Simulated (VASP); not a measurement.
# ZnSe (F-43m) in VASP: settings compared, part 2 of 3

VASP 6.6.1.

## Step 4: Relaxation of cell and atoms, LAK (25.03 Å³/atom)

This run uses another cell than the first one, of 25.03 Å³/atom.

POSCAR reads:

```
ZnSe
1.0
    0.0000000000      2.9252753912      2.9252753912
    2.9252753912      0.0000000000      2.9252753912
    2.9252753912      2.9252753912      0.0000000000
Se Zn
1 1
Direct
    0.7500000000      0.7500000000      0.7500000000
    0.0000000000      0.0000000000      0.0000000000
```

INCAR.step1 reads:

```
SYSTEM = ZnSe
METAGGA  = LAK            ! meta-GGA
ISMEAR   = 0              ! smearing method
SIGMA    = 0.03           ! smearing width, eV
LWAVE    = .False.        ! write WAVECAR
LCHARG   = .False.        ! write CHGCAR
NSW      = 80             ! ionic steps
PREC     = Accurate       ! precision mode
LASPH    = .True.         ! aspherical terms in the spheres
LREAL    = .False.        ! projectors in reciprocal space
ALGO     = Normal         ! electronic algorithm
EDIFF    = 1E-6           ! SCF threshold, eV
NELM     = 120            ! most SCF steps
GGA_COMPAT= .False.      
IBRION   = 2              ! ionic algorithm
ISIF     = 3              ! what is computed and relaxed
EDIFFG   = -0.005         ! ionic threshold
NELMIN   = 4            
ENCUT    = 410            ! plane-wave cutoff, eV
EFERMI   = MIDGAP       
LMIXTAU  = .True.       
KPAR     = 2            
POTIM    = 0.5            ! step
```

INCAR.step3 reads:

```
SYSTEM = ZnSe
METAGGA  = LAK            ! meta-GGA
ISMEAR   = 0              ! smearing method
SIGMA    = 0.03           ! smearing width, eV
LWAVE    = .False.        ! write WAVECAR
LCHARG   = .False.        ! write CHGCAR
PREC     = Accurate       ! precision mode
LASPH    = .True.         ! aspherical terms in the spheres
LREAL    = .False.        ! projectors in reciprocal space
ALGO     = Normal         ! electronic algorithm
EDIFF    = 1E-6           ! SCF threshold, eV
NELM     = 120            ! most SCF steps
GGA_COMPAT= .False.      
ISIF     = 2              ! what is computed and relaxed
ENCUT    = 410            ! plane-wave cutoff, eV
EFERMI   = MIDGAP       
LMIXTAU  = .True.       
KPAR     = 2
```

KPOINTS reads:

```
Automatic mesh
0
Gamma
  5 5 5
  0 0 0
```

Potentials or basis: VASP PAW PBE potentials, release 64 (Se, Zn).

The run is started by

```console
> cat potpaw_PBE.64/Se/POTCAR potpaw_PBE.64/Zn/POTCAR > POTCAR
> cp INCAR.step1 INCAR
> cp POSCAR.step1 POSCAR
> mpirun -np 2 vasp_std > vasp.out
> cp CONTCAR POSCAR
> mpirun -np 2 vasp_std > vasp.out
> cp CONTCAR POSCAR
> cp INCAR.step3 INCAR
> mpirun -np 2 vasp_std > vasp.out
```

OUTCAR:

```text
SYSTEM = ZnSe
   METAGGA = LAK
   ISMEAR = 0
   PREC = Accurate
   LASPH = .True.
   LREAL = .False.
   EDIFF = 1E-6
   NELM = 120
   ISIF = 2
   ENCUT = 410
   EFERMI = MIDGAP

 Found     10 irreducible k-points:

 Following reciprocal coordinates:
            Coordinates               Weight
  0.000000  0.000000  0.000000      1.000000
  0.200000  0.000000  0.000000      8.000000
  0.400000  0.000000  0.000000      8.000000
  0.200000  0.200000  0.000000      6.000000
  0.400000  0.200000  0.000000     24.000000
 -0.400000  0.200000  0.000000     24.000000
   k-points           NKPTS =     10   k-points in BZ     NKDIM =     10   number of bands    NBANDS=     13
   number of dos      NEDOS =    301   number of ions     NIONS =      2
   total plane-waves  NPLWV =  21952
   dimension x,y,z NGX =    28 NGY =   28 NGZ =   28
   dimension x,y,z NGXF=    56 NGYF=   56 NGZF=   56
   ions per type =               1   1
   NGX,Y,Z   is equivalent  to a cutoff of  11.44, 11.44, 11.44 a.u.
   NGXF,Y,Z  is equivalent  to a cutoff of  22.89, 22.89, 22.89 a.u.
 SYSTEM =  ZnSe
   PREC   = accura    normal or accurate (medium, high low for compatibility)
   ISTART =      0    job   : 0-new  1-cont  2-samecut
   ICHARG =      2    charge: 1-file 2-atom 10-const
   ISPIN  =      1    spin polarized calculation?
   LNONCOLLINEAR =      F non collinear calculations
[... 76 lines left out ...]
     10       3.2418      0.00000
     11       7.6335      0.00000
     12       7.6335      0.00000
     13       7.6335      0.00000
[... 66 lines left out ...]
  band No.  band energies     occupation
      1     -11.4189      2.00000
      2      -5.2645      2.00000
      3      -5.2384      2.00000
      4      -5.0059      2.00000
      5      -4.9761      2.00000
      6      -4.8269      2.00000
      7      -3.4893      2.00000
      8      -1.0805      2.00000
      9      -0.0082      2.00000
     10       5.6584      0.00000
     11       7.6347      0.00000
     12       9.2232      0.00000
     13      10.0148      0.00000

 [... further k-points ...]

------------------------ aborting loop because EDIFF is reached ----------------------------------------

  FORCE on cell =-STRESS in cart. coord.  units (eV):
  Direction    XX          YY          ZZ          XY          YZ          ZX
  --------------------------------------------------------------------------------------
  -------------------------------------------------------------------------------------
  Total        0.0821178      0.0821178      0.0821178      0.0000000     -0.0000000     -0.0000000
  in kB        2.7644727      2.7644727      2.7644727      0.0000000     -0.0000000     -0.0000000
  external PRESSURE =       2.7644727 kB  Pullay stress =       0.0000000 kB

 VOLUME and BASIS-vectors are now :
 -----------------------------------------------------------------------------
  energy-cutoff  :      410.00
  volume of cell :       47.59
      direct lattice vectors                 reciprocal lattice vectors
     0.000000000  2.876306454  2.876306454    -0.173834050  0.173834050  0.173834050
     2.876306454  0.000000000  2.876306454     0.173834050 -0.173834050  0.173834050
     2.876306454  2.876306454  0.000000000     0.173834050  0.173834050 -0.173834050

 POSITION                                       TOTAL-FORCE (eV/Angst)
 -----------------------------------------------------------------------------------
      4.31446      4.31446      4.31446         0.000000      0.000000      0.000000
      0.00000      0.00000      0.00000        -0.000000     -0.000000     -0.000000
 -----------------------------------------------------------------------------------
    total drift:                                0.000001      0.000001      0.000000

  FREE ENERGIE OF THE ION-ELECTRON SYSTEM (eV)
  ---------------------------------------------------
  free  energy   TOTEN  =        27.8448260620 eV

  energy  without entropy=       27.8448260620  energy(sigma->0) =       27.84482606
```

OUTCAR.step1:

```text
SYSTEM = ZnSe
   METAGGA = LAK
   ISMEAR = 0
   NSW = 80
   PREC = Accurate
   LASPH = .True.
[... 358 lines left out ...]
  -------------------------------------------------------------------------------------
  Total        0.0047398      0.0047398      0.0047398      0.0000000     -0.0000000     -0.0000000
  in kB        0.1594367      0.1594367      0.1594367      0.0000000     -0.0000000     -0.0000000
  external PRESSURE =       0.1594367 kB  Pullay stress =       0.0000000 kB
[... 17 lines left out ...]
  FREE ENERGIE OF THE ION-ELECTRON SYSTEM (eV)
  ---------------------------------------------------
  free  energy   TOTEN  =        27.8399640010 eV

  energy  without entropy=       27.8399640010  energy(sigma->0) =       27.83996400

 reached required accuracy - stopping structural energy minimisation
```

OUTCAR.step2:

```text
SYSTEM = ZnSe
   METAGGA = LAK
   ISMEAR = 0
   NSW = 80
   PREC = Accurate
   LASPH = .True.
[... 396 lines left out ...]
  -------------------------------------------------------------------------------------
  Total        0.0033136      0.0033136      0.0033136      0.0000000      0.0000000      0.0000000
  in kB        0.1115526      0.1115526      0.1115526      0.0000000      0.0000000      0.0000000
  external PRESSURE =       0.1115526 kB  Pullay stress =       0.0000000 kB
[... 17 lines left out ...]
  FREE ENERGIE OF THE ION-ELECTRON SYSTEM (eV)
  ---------------------------------------------------
  free  energy   TOTEN  =        27.8447396528 eV

  energy  without entropy=       27.8447396528  energy(sigma->0) =       27.84473965

 reached required accuracy - stopping structural energy minimisation
```

It took 3.1 min on 2 MPI ranks of Intel Xeon 6975P-C (Granite Rapids), shared host; peak memory 0.15 GiB.

What came out:

```
Free energy                           : 27.8448 eV
Relaxed volume                        : 23.80 Å³/atom
Relaxed cell                          : a = 4.068 Å, b = 4.068 Å, c = 4.068 Å, α = 60.00°, β = 60.00°, γ = 60.00°
Space group after relaxing (to 0.1 Å) : F-43m (No. 216)
Energy gained by relaxing             : 12.1 meV/atom
Ionic steps                           : 25
Pressure after relaxing               : 0.3 GPa
Band gap on the k mesh                : 2.12 eV
```

Step by step:
```
step  energy change (eV)  largest force (eV/Å)  pressure (GPa)  volume (Å³)
   1              0.0000                0.0000           -3.22        50.06
   2             -0.0231                0.0000            1.62        46.50
   3             -0.0289                0.0000            0.29        47.48
   4             -0.0290                0.0000           -0.05        47.68
   5             -0.0290                0.0000            0.02        47.63
   6             -0.0242                0.0000            0.21        47.63
   7             -0.0238                0.0000           -0.42        47.84
   8             -0.0241                0.0000           -0.18        47.70
   9             -0.0242                0.0000           -0.12        47.67
  10             -0.0242                0.0000           -0.08        47.65
  11             -0.0242                0.0000           -0.06        47.64
  12             -0.0242                0.0000           -0.04        47.64
  13             -0.0242                0.0000           -0.05        47.63
  14             -0.0242                0.0000           -0.05        47.63
  15             -0.0242                0.0000           -0.05        47.63
  16             -0.0242                0.0000           -0.05        47.63
  17             -0.0242                0.0000           -0.05        47.63
  18             -0.0242                0.0000           -0.05        47.63
  19             -0.0242                0.0000           -0.05        47.63
  20             -0.0242                0.0000           -0.05        47.63
  21             -0.0242                0.0000           -0.05        47.63
  22             -0.0242                0.0000           -0.05        47.63
  23             -0.0242                0.0000           -0.05        47.63
  24             -0.0242                0.0000           -0.05        47.63
  25             -0.0242                0.0000            0.01        47.59
```

Final structure:
```cif
data_structure
_symmetry_space_group_name_H-M 'P 1'
_symmetry_Int_Tables_number 1
_cell_length_a 4.0677
_cell_length_b 4.0677
_cell_length_c 4.0677
_cell_angle_alpha 60.000
_cell_angle_beta 60.000
_cell_angle_gamma 60.000
_cell_volume 47.59
loop_
_atom_site_label
_atom_site_type_symbol
_atom_site_fract_x
_atom_site_fract_y
_atom_site_fract_z
_atom_site_occupancy
Se1 Se 0.75000 0.75000 0.75000 1
Zn1 Zn 0.00000 0.00000 0.00000 1
```

Caveat: the PAW data sets were made with another functional, which shifts forces and pressure a little.

## Step 5: Relaxation of cell and atoms, LAK (25.03 Å³/atom)

This run uses another cell than the first one, of 25.03 Å³/atom.

POSCAR is that of step 4.

Changes to INCAR.step1 since step 4:

```diff
@@ -11,3 +11,3 @@
 ALGO     = Normal         ! electronic algorithm
-EDIFF    = 1E-6           ! SCF threshold, eV
+EDIFF    = 1E-7           ! SCF threshold, eV
 NELM     = 120            ! most SCF steps
@@ -16,5 +16,5 @@
 ISIF     = 3              ! what is computed and relaxed
-EDIFFG   = -0.005         ! ionic threshold
+EDIFFG   = -0.002         ! ionic threshold
 NELMIN   = 4            
-ENCUT    = 410            ! plane-wave cutoff, eV
+ENCUT    = 720            ! plane-wave cutoff, eV
 EFERMI   = MIDGAP
```

INCAR.step4 reads:

```
SYSTEM = ZnSe
METAGGA  = LAK            ! meta-GGA
ISMEAR   = 0              ! smearing method
SIGMA    = 0.03           ! smearing width, eV
LWAVE    = .False.        ! write WAVECAR
LCHARG   = .False.        ! write CHGCAR
PREC     = Accurate       ! precision mode
LASPH    = .True.         ! aspherical terms in the spheres
LREAL    = .False.        ! projectors in reciprocal space
ALGO     = Normal         ! electronic algorithm
EDIFF    = 1E-7           ! SCF threshold, eV
NELM     = 120            ! most SCF steps
GGA_COMPAT= .False.      
ISIF     = 2              ! what is computed and relaxed
ENCUT    = 720            ! plane-wave cutoff, eV
EFERMI   = MIDGAP       
LMIXTAU  = .True.       
KPAR     = 2
```

KPOINTS reads:

```
Automatic mesh
0
Gamma
  8 8 8
  0 0 0
```

The run is started by

```console
> cat potpaw_PBE.64/Se/POTCAR potpaw_PBE.64/Zn/POTCAR > POTCAR
> cp INCAR.step1 INCAR
> cp POSCAR.step1 POSCAR
> mpirun -np 2 vasp_std > vasp.out
> cp CONTCAR POSCAR
> mpirun -np 2 vasp_std > vasp.out
> cp CONTCAR POSCAR
> mpirun -np 2 vasp_std > vasp.out
> cp CONTCAR POSCAR
> cp INCAR.step4 INCAR
> mpirun -np 2 vasp_std > vasp.out
```

It took 8.8 min on 2 MPI ranks of Intel Xeon 6975P-C (Granite Rapids), shared host; peak memory 0.23 GiB.

The run converged. Its results:

```
Free energy                           : 27.8179 eV
Relaxed volume                        : 23.80 Å³/atom
Relaxed cell                          : a = 4.068 Å, b = 4.068 Å, c = 4.068 Å, α = 60.00°, β = 60.00°, γ = 60.00°
Space group after relaxing (to 0.1 Å) : F-43m (No. 216)
Energy gained by relaxing             : 12.5 meV/atom
Ionic steps                           : 19
Pressure after relaxing               : 0.0 GPa
Band gap on the k mesh                : 2.13 eV
```

Step by step:
```
step  energy change (eV)  largest force (eV/Å)  pressure (GPa)  volume (Å³)
   1              0.0000                0.0000           -2.86        50.06
   2             -0.0238                0.0000            1.08        46.90
   3             -0.0258                0.0000            0.12        47.52
   4             -0.0258                0.0000           -0.03        47.61
   5             -0.0258                0.0000           -0.03        47.61
   6             -0.0258                0.0000           -0.02        47.61
   7             -0.0258                0.0000           -0.03        47.61
   8             -0.0258                0.0000           -0.03        47.61
   9             -0.0258                0.0000           -0.03        47.61
  10             -0.0258                0.0000           -0.03        47.61
  11             -0.0258                0.0000           -0.03        47.61
  12             -0.0258                0.0000           -0.03        47.61
  13             -0.0258                0.0000           -0.02        47.61
  14             -0.0258                0.0000           -0.02        47.61
  15             -0.0258                0.0000           -0.02        47.61
  16             -0.0258                0.0000           -0.02        47.60
  17             -0.0258                0.0000            0.00        47.60
  18             -0.0250                0.0000           -0.01        47.60
  19             -0.0250                0.0000           -0.01        47.60
```

Final structure:
```xyz
2
Lattice="0.0000 2.8764 2.8764 2.8764 0.0000 2.8764 2.8764 2.8764 0.0000" Properties=species:S:1:pos:R:3 pbc="T T T"
Se    4.3146    4.3146    4.3146
Zn    0.0000    0.0000    0.0000
```

Levels at points of the mesh, in eV from the valence-band top:
```
           k point  band 5  band 6  band 7  band 8  band 9  band 10  band 11  band 12  band 13
(0.00, 0.00, 0.00)   -6.10   -6.10    0.00    0.00    0.00     2.13     6.52     6.52     6.52
(0.50, 0.00, 0.00)   -6.08   -5.96   -4.93   -0.81   -0.81     3.30     7.06     7.06     9.15
(0.50, 0.50, 0.00)   -6.06   -5.93   -4.52   -2.04   -2.04     3.67     4.10    11.39    12.06
```

Caveat: the PAW data sets were made with another functional, which shifts forces and pressure a little.

(Continued in part 3 of 3.)
